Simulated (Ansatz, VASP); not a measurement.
# AlN in VASP and in Ansatz

```
CELL_PARAMETERS angstrom
2.92027 0.00000 0.00000
-1.46013 2.85188 0.00000
0.00000 0.00000 4.97840
ATOMIC_POSITIONS crystal
Al 0.33333 0.66667 0.00169
Al 0.66667 0.33333 0.50169
N 0.33333 0.66667 0.38331
N 0.66667 0.33333 0.88331
```

Change from the starting cell: strain -0.0600 x Voigt [1, -1, 0, 0, 0, 0], atoms carried along.

Alike in both runs: task single point; functional r2SCAN; k mesh 12 × 12 × 6; occupations gaussian, width 0.05 eV; no spin polarisation.

|  | VASP | Ansatz |
| --- | --- | --- |
| version | VASP 6.6.1 | Ansatz 0.2.0 |
| potentials or method | VASP PAW PBE potentials, release 64 (Al, N), cutoff 520 eV | scalar-relativistic, plane waves, PAW |
| valence electrons in the cell | 16 | 16 |

Ansatz gave:

* gap on the k mesh at the Fermi level (eV): 4.51
* least direct gap on the mesh (eV): 4.51
* pressure (GPa): 2.4
* traceless stress, the component that is largest in VASP (GPa): 24.04
* rms of the force components (eV/Å): 0.549

**Question.** Which values does VASP return?

**Answer.** gap on the k mesh at the Fermi level (eV): 4.55; least direct gap on the mesh (eV): 4.55; pressure (GPa): 2.1; traceless stress, the component that is largest in VASP (GPa): 24.29; rms of the force components (eV/Å): 0.559.

VASP's potentials were made for PBE, not for r2SCAN. Atom by atom the forces differ by 0.011 eV/Å (rms over components). The functional is the same, so the differences come from potentials, cutoffs and numerics.
